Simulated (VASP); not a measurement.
# BN (P6_3mc) in VASP: notebook, part 3 of 3

VASP 6.6.1. Earlier steps stand in the parts before.

## (5) Relaxation of shape and atoms at fixed volume, PBE (volume scaled by 0.94)

Input file INCAR:

```
PREC = Accurate ; ENCUT = 600
EDIFF = 1E-6 ; ISMEAR = 0
SIGMA = 0.02 ; LREAL = False
LASPH = True ; NELM = 60
ALGO = Normal ; ISIF = 4
LWAVE = False ; LCHARG = False
GGA = PE ; IBRION = 2
NSW = 50 ; EDIFFG = -0.01
```

Input file KPOINTS:

```
Automatic mesh
0
Gamma
  12 12 6
```

Input file POSCAR:

```
BN
1.0
    2.5022410271      0.0000000000      0.0000000000
   -1.2511205136      2.1670042959      0.0000000000
    0.0000000000      0.0000000000      4.1389047262
B N
2 2
Direct
    0.6666666667      0.3333333333      0.9996996154
    0.3333333333      0.6666666667      0.4996996154
    0.6666666667      0.3333333333      0.6253003846
    0.3333333333      0.6666666667      0.1253003846
```

On the command line:

```
$ cat potpaw_PBE.64/B/POTCAR potpaw_PBE.64/N/POTCAR > POTCAR
$ mpirun -np 1 vasp_std > vasp.out
```

Wall time 15 s (1 thread of Intel Xeon 6975P-C (Granite Rapids), shared host); peak memory 0.14 GiB.

It converged, with:

| Quantity | Value |
| --- | --- |
| Free energy | -34.7254 eV |
| Energy gained by relaxing | 0.0 meV/atom |
| Ionic steps | 3 |
| Pressure after relaxing | 25.9 GPa |
| Band gap on the k mesh | 5.07 eV, indirect (least direct gap 8.52 eV) |

Stress tensor (GPa, compression positive):
```
25.82  0.00  0.00
 0.00 25.82  0.00
 0.00  0.00 25.96
```

Final structure:
```
B N
1.0
     2.50215    0.00000    0.00000
    -1.25107    2.16693    0.00000
     0.00000    0.00000    4.13921
B N
2 2
Cartesian
  1.2511 0.7223 4.1374
  0.0000 1.4446 2.0678
  1.2511 0.7223 2.5888
  0.0000 1.4446 0.5192
```

Levels at points of the mesh, in eV from the valence-band top:
| k point | band 6 | band 7 | band 8 | band 9 | band 10 | band 11 |
| --- | --- | --- | --- | --- | --- | --- |
| (0.00, 0.00, 0.00) | -0.32 | 0.00 | 0.00 | 8.57 | 8.57 | 8.90 |
| (0.50, 0.00, 0.00) | -5.26 | -4.70 | -2.22 | 6.90 | 8.11 | 10.85 |
| (0.00, 0.00, 0.50) | -1.24 | -1.24 | -1.24 | 9.97 | 9.97 | 10.20 |
| (0.50, 0.00, 0.50) | -3.98 | -3.77 | -3.77 | 6.78 | 6.78 | 10.39 |

## (6) Relaxation of shape and atoms at fixed volume, PBE (volume scaled by 0.97)

Input file INCAR:

```
SYSTEM = BN
PREC = Accurate
ENCUT = 600
EDIFF = 1E-6
ISMEAR = 0
SIGMA = 0.02
LREAL = .FALSE.
LASPH = .TRUE.
NELM = 60
ALGO = Normal
ISIF = 4
LWAVE = .FALSE.
LCHARG = .FALSE.
GGA = PE
IBRION = 2
NSW = 50
EDIFFG = -0.01
```

Input file KPOINTS:

```
regular mesh
0
G
  12 12 6
  0 0 0
```

Input file POSCAR:

```
BN
1.0
    2.5287744925      0.0000000000      0.0000000000
   -1.2643872463      2.1899829509      0.0000000000
    0.0000000000      0.0000000000      4.1818397547
B N
2 2
Direct
    0.6666666667      0.3333333333      0.9998058548
    0.3333333333      0.6666666667      0.4998058548
    0.6666666667      0.3333333333      0.6251941452
    0.3333333333      0.6666666667      0.1251941452
```

Potentials or basis: VASP PAW PBE potentials, release 64 (B, N).

On the command line:

```
$ cat potpaw_PBE.64/B/POTCAR potpaw_PBE.64/N/POTCAR > POTCAR
$ mpirun -np 1 vasp_std > vasp.out
```

OUTCAR:

```text
SYSTEM = BN
   PREC = Accurate
   ENCUT = 600
   EDIFF = 1E-6
   ISMEAR = 0
   LREAL = .FALSE.
   LASPH = .TRUE.
   NELM = 60
   ISIF = 4
   GGA = PE
   IBRION = 2
   NSW = 50
   EDIFFG = -0.01

 ion  position               nearest neighbor table
   1  0.667  0.333  1.000-   4 1.55   4 1.55   4 1.55   3 1.57
   2  0.333  0.667  0.500-   3 1.55   3 1.55   3 1.55   4 1.57
   3  0.667  0.333  0.625-   2 1.55   2 1.55   2 1.55   1 1.57
   4  0.333  0.667  0.125-   1 1.55   1 1.55   1 1.55   2 1.57

  LATTYP: Found a hexagonal cell.
 ALAT       =     2.5287744925
 C/A-ratio  =     1.6537021261

  Lattice vectors:

 A1 = (   2.5287744925,   0.0000000000,   0.0000000000)
 A2 = (  -1.2643872463,   2.1899829509,   0.0000000000)
 A3 = (   0.0000000000,   0.0000000000,   4.1818397547)

Analysis of symmetry for initial positions (statically):
=====================================================================
 Subroutine PRICEL returns:
 Original cell was already a primitive cell.

 Routine SETGRP: Setting up the symmetry group for a
 hexagonal supercell.

[... 181 lines left out ...]
  Total        1.7279266      1.7279266      1.7492580     -0.0000000      0.0000000     -0.0000000
  in kB      119.5412125    119.5412125    121.0169550     -0.0000000      0.0000000     -0.0000000
  external PRESSURE =     120.0331267 kB  Pullay stress =       0.0000000 kB
[... 63 lines left out ...]
--------------------------------------- Ionic step        3  -------------------------------------------

 number of electron      16.0000003 magnetization

 Free energy of the ion-electron system (eV)
  ---------------------------------------------------
  ext. energy  EPLUGINS =         0.00000000
  ---------------------------------------------------
  free energy    TOTEN  =       -34.81163762 eV

  energy without entropy =      -34.81163762  energy(sigma->0) =      -34.81163762

 E-fermi :   7.9280     XC(G=0): -12.9119

 val. band max:        7.8170110765   @ k =   0.0000   0.0000   0.0000
 cond. band min:      12.9624822984   @ k =   0.3333   0.3333   0.0000
 fundamental gap:      5.1454712219
 Fermi energy:         7.9280013703

 k-point     1 :       0.0000    0.0000    0.0000
  band No.  band energies     occupation
      1     -12.8286      2.00000
      2      -8.5794      2.00000
      3      -3.3024      2.00000
      4       5.6456      2.00000
      5       5.6456      2.00000
      6       7.5279      2.00000
      7       7.8170      2.00000
      8       7.8170      2.00000
      9      16.2675      0.00000
     10      16.2675      0.00000
     11      16.5467      0.00000
     12      17.5938      0.00000
[... 331 lines left out ...]
 k-point    24 :       0.3333    0.0000    0.1667
  band No.  band energies     occupation
      1     -10.3396      2.00000
      2      -7.5133      2.00000
      3      -1.1538      2.00000
      4       0.3168      2.00000
      5       1.7612      2.00000
      6       3.4288      2.00000
      7       5.2611      2.00000
      8       5.8728      2.00000
      9      14.7713      0.00000
     10      16.2411      0.00000
     11      18.8570      0.00000
     12      18.9975      0.00000

 [... further k-points ...]
[... 5 lines left out ...]
  --------------------------------------------------------------------------------------
  -------------------------------------------------------------------------------------
  Total        1.7286464      1.7286464      1.7429043     -0.0000000      0.0000000      0.0000000
  in kB      119.5910109    119.5910108    120.5773988     -0.0000000      0.0000000      0.0000000
  external PRESSURE =     119.9198068 kB  Pullay stress =       0.0000000 kB
[... 19 lines left out ...]
  FREE ENERGIE OF THE ION-ELECTRON SYSTEM (eV)
  ---------------------------------------------------
  free  energy   TOTEN  =       -34.8116376210 eV

  energy  without entropy=      -34.8116376210  energy(sigma->0) =      -34.81163762

 reached required accuracy - stopping structural energy minimisation
```

It took 18 s on 1 thread of AMD EPYC 9R45 (Zen 5), shared host; peak memory 0.12 GiB.

What came out:

* Free energy: -34.8116 eV
* Energy gained by relaxing: 0.0 meV/atom
* Ionic steps: 3
* Pressure after relaxing: 12.0 GPa
* Band gap on the k mesh: 5.15 eV, indirect (least direct gap 8.38 eV)

Final structure:
```
B N
1.0
     2.52868    0.00000    0.00000
    -1.26434    2.18990    0.00000
     0.00000    0.00000    4.18214
B N
2 2
Cartesian
  1.2643 0.7300 4.1808
  0.0000 1.4599 2.0898
  1.2643 0.7300 2.6152
  0.0000 1.4599 0.5241
```

 A k mesh can miss the band edges.

## (7) The runs side by side

| task | cell | cutoff (eV) | gap on the mesh (eV) | pressure (GPa) |
| --- | --- | --- | --- | --- |
| single point | a = 2.637, b = 2.637, c = 4.361 Å, angles 90.0, 90.0, 120.0°, 4 atoms | 520 | 5.38 | -29.7 |
| relaxation of shape and atoms at fixed volume | relaxed from a = 2.447, b = 2.447, c = 4.051 Å, angles 90.0, 90.0, 120.0°, 4 atoms | 600 | 4.90 | 60.3 |
| relaxation of shape and atoms at fixed volume | relaxed from a = 2.475, b = 2.475, c = 4.095 Å, angles 90.0, 90.0, 120.0°, 4 atoms | 600 | 4.99 | 41.9 |
| relaxation of shape and atoms at fixed volume | relaxed from a = 2.502, b = 2.502, c = 4.139 Å, angles 90.0, 90.0, 120.0°, 4 atoms | 600 | 5.07 | 25.9 |
| relaxation of shape and atoms at fixed volume | relaxed from a = 2.529, b = 2.529, c = 4.182 Å, angles 90.0, 90.0, 120.0°, 4 atoms | 600 | 5.15 | 12.0 |

Alike in all rows: level PBE; potentials or basis VASP PAW PBE potentials, release 64 (B, N); no spin polarisation; k mesh 12 × 12 × 6; smearing gaussian 0.02 eV.

Total energies depend on the potentials used, so only differences within one code and one set of settings carry meaning.
